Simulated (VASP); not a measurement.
MgRh, 2 atoms in the cell. Symmetry: Pm-3m, No. 221, cubic system. The conventional cell has a = 3.151 Å, b = 3.151 Å, c = 3.151 Å, α = 90.00°, β = 90.00°, γ = 90.00°. Within 3.6 Å of Mg (site symmetry m-3m) lie 8 Rh at 2.73 Å and 6 Mg at 3.15 Å. Rh (site symmetry m-3m) has 8 Mg at 2.73 Å and 6 Rh at 3.15 Å within 3.6 Å. 

| Item | Value |
| --- | --- |
| Program | VASP 6.6.1 |
| Task | single point |
| Functional | r2SCAN |
| Potentials or basis | VASP PAW PBE potentials, release 64 (Mg, Rh_pv) |
| Cutoff | 520 eV |
| k mesh | 14 × 14 × 14 |
| Occupations | gaussian, width 0.1 eV |
| Spin | no spin polarisation |
| Dipole correction | no |
| Further INCAR settings | ALGO = Normal; EDIFF = 1e-07; NBANDS = 16 |

Potentials or basis: VASP PAW PBE potentials, release 64 (Mg, Rh_pv).

Command:

```sh
$ cat potpaw_PBE.64/Mg/POTCAR potpaw_PBE.64/Rh_pv/POTCAR > POTCAR
$ cp INCAR.step1 INCAR
$ mpirun -np 1 vasp_std > vasp.out
$ cp INCAR.step2 INCAR
$ mpirun -np 1 vasp_std > vasp.out
```

Hardware: 1 thread of Intel(R) Xeon(R) Platinum 8488C (Sapphire Rapids), with other jobs on the host.

**Question.** How long does it take, and how much memory?

**Answer.** Wall time 92 s on 1 thread of Intel(R) Xeon(R) Platinum 8488C (Sapphire Rapids) (shared host), peak memory 0.18 GiB. Counts: k points 120.
